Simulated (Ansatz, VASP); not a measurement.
# Two plane-wave programs on TiO2

```
Ti O
1.0
     4.57925    0.00000    0.00000
     0.00000    5.57325    0.00000
     0.00000    0.00000    4.92262
Ti O
4 8
Direct
  0.50000 0.67751 0.75000
  0.00000 0.82249 0.25000
  0.50000 0.32249 0.25000
  0.00000 0.17751 0.75000
  0.72891 0.61936 0.08098
  0.22891 0.88064 0.91902
  0.77109 0.88064 0.58098
  0.27109 0.61936 0.41902
  0.72891 0.38064 0.58098
  0.22891 0.11936 0.41902
  0.77109 0.11936 0.08098
  0.27109 0.38064 0.91902
```

Alike in both runs: functional PBE; k mesh 6 × 4 × 6; occupations gaussian, width 0.02 eV; no spin polarisation.

Ansatz relaxed the structure, and its values are those at the end. VASP's run is a single point on that final structure, the one shown.

|  | VASP | Ansatz |
| --- | --- | --- |
| version | VASP 6.6.1 | Ansatz 0.2.0 |
| potentials or method | VASP PAW PBE potentials, release 64 (Ti_sv, O), cutoff 520 eV | scalar-relativistic, plane waves, PAW |
| valence electrons in the cell | 96 | 96 |

VASP gave:

| Property | Result |
| --- | --- |
| gap on the k mesh at the Fermi level (eV) | 2.60 |
| least direct gap on the mesh (eV) | 2.64 |
| pressure (GPa) | 0.7 |
| rms of the force components (eV/Å) | 0.020 |

Task: Which values does Ansatz return?

Result: gap on the k mesh at the Fermi level (eV): 2.62; least direct gap on the mesh (eV): 2.67; pressure (GPa): 0.0; rms of the force components (eV/Å): 0.003.
